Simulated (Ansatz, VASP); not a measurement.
# Two plane-wave programs on KBr

POSCAR

```
KBr
1.0
    0.0000000000      3.3000000000      3.3000000000
    3.3000000000      0.0000000000      3.3000000000
    3.3000000000      3.3000000000      0.0000000000
Br K
1 1
Direct
    0.5000000000      0.5000000000      0.5000000000
    0.0000000000      0.0000000000      0.0000000000
```

Contents of INCAR.step1:

```
ALGO = Normal
EDIFF = 1E-5
ENCUT = 520
GGA = PE
ISIF = 2
ISMEAR = -1
LASPH = True
LCHARG = False
LREAL = False
LWAVE = True
NBANDS = 15
NELM = 80
PREC = Accurate
SIGMA = 0.05
```

Contents of INCAR.step2:

```
ALGO = Normal
EDIFF = 1E-6
ENCUT = 520
GGA = PE
HFSCREEN = 0.2079
ISIF = 2
ISMEAR = -1
ISTART = 1
LASPH = True
LCHARG = False
LHFCALC = True
LREAL = False
LWAVE = False
NBANDS = 15
NELM = 80
PREC = Accurate
PRECFOCK = Normal
SIGMA = 0.05
```

Contents of KPOINTS:

```
k-points
0
Gamma
  4 4 4
```

File input.yaml:

```yaml
crystal:
  lattice:
    - [0.0, 3.3, 3.3]
    - [3.3, 0.0, 3.3]
    - [3.3, 3.3, 0.0]
  atoms:
    - { symbol: Br, position: [0.5, 0.5, 0.5] }
    - { symbol: K, position: [0.0, 0.0, 0.0] }
hamiltonian:
  xc: hse06
  pseudopotentials: { kind: paw }
kpoints:
  mp_grid: { grid: [4, 4, 4] }
  band_path:
    path:
      - [[0.0, 0.0, 0.0], [0.5, 0.0, 0.5], [0.5, 0.25, 0.75], [0.375, 0.375, 0.75], [0.0, 0.0, 0.0], [0.5, 0.5, 0.5], [0.625, 0.25, 0.625], [0.5, 0.25, 0.75], [0.5, 0.5, 0.5], [0.375, 0.375, 0.75]]
      - [[0.625, 0.25, 0.625], [0.5, 0.0, 0.5]]
    npoints: 4
scf:
  occupations: { method: fermi_dirac, width: 0.05 }
  n_extra_bands: 6
output:
  forces: true
  stress: true
  eigenvalues: true
  fatbands: false
```

Alike in both runs: functional HSE06; k mesh 4 × 4 × 4; occupations fermi-dirac, width 0.05 eV; no spin polarisation.

|  | VASP | Ansatz |
| --- | --- | --- |
| version | VASP 6.6.1 | Ansatz 0.2.0 |
| potentials or method | VASP PAW PBE potentials, release 64 (Br, K_sv) | Ansatz PAW |
| plane-wave cutoff (eV) | 520 | 420 |
| valence electrons in the cell | 16 | 16 |
| task | single point | band structure |

```tsv
	VASP	Ansatz	Ansatz less VASP
gap on the k mesh at the Fermi level (eV)	5.60	5.60	+0.003
least direct gap on the mesh (eV)	5.60	5.60	+0.003
pressure (GPa)	0.5	0.5	-0.02
```
